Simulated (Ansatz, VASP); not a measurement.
## SnTe in VASP and in Ansatz

Contents of INCAR:

```
PREC = Accurate
ENCUT = 520
EDIFF = 1E-7
ISMEAR = 0
SIGMA = 0.03
LREAL = F
LASPH = T
NELM = 100
ALGO = Normal
ISIF = 2
LWAVE = F
LCHARG = F
GGA = PE
NBANDS = 17
```

KPOINTS

```
Automatic mesh
0
Gamma
  10 10 10
```

Contents of POSCAR:

```
SnTe
1.0
    0.0000000000      3.1565000000      3.1565000000
    3.1565000000      0.0000000000      3.1565000000
    3.1565000000      3.1565000000      0.0000000000
Sn Te
1 1
Direct
    0.0000000000     -0.0633613179      0.0000000000
    0.5000000000      0.5000000000      0.5000000000
```

Input for Ansatz:

```yaml
crystal:
  lattice:
    - [0.0, 3.1565, 3.1565]
    - [3.1565, 0.0, 3.1565]
    - [3.1565, 3.1565, 0.0]
  atoms:
    - { symbol: Sn, position: [0.0, -0.0633613179, 0.0] }
    - { symbol: Te, position: [0.5, 0.5, 0.5] }
basis:
  ecutwfc: 420
kpoints:
  mp_grid: { grid: [10, 10, 10] }
hamiltonian:
  xc: pbe
scf:
  occupations: { method: gaussian, width: 0.03 }
output:
  forces: true
  stress: true
  eigenvalues: true
```

Alike in both runs: task single point; functional PBE; k mesh 10 × 10 × 10; occupations gaussian, width 0.03 eV; no spin polarisation.

|  | VASP | Ansatz |
| --- | --- | --- |
| version | VASP 6.6.1 | Ansatz 0.2.0 |
| potentials or method | VASP PAW PBE potentials, release 64 (Sn_d, Te), cutoff 520 eV | scalar-relativistic, plane waves, PAW |
| valence electrons in the cell | 20 | 30 |

|  | VASP | Ansatz | Ansatz less VASP |
| --- | --- | --- | --- |
| least direct gap on the mesh (eV) | 0.00 | 0.01 | +0.006 |
| pressure (GPa) | 3.1 | 3.1 | +0.01 |
| traceless stress, the component that is largest in VASP (GPa) | -0.90 | -0.89 | +0.013 |
| rms of the force components (eV/Å) | 0.218 | 0.213 | -0.0057 |

Atom by atom the forces differ by 0.006 eV/Å (rms over components). The functional is the same, so the differences come from potentials, cutoffs and numerics. VASP's potentials hold 20 valence electrons a cell and Ansatz's 30, so a difference there can come from the potentials and not from the codes.

Spin-orbit coupling is off throughout.
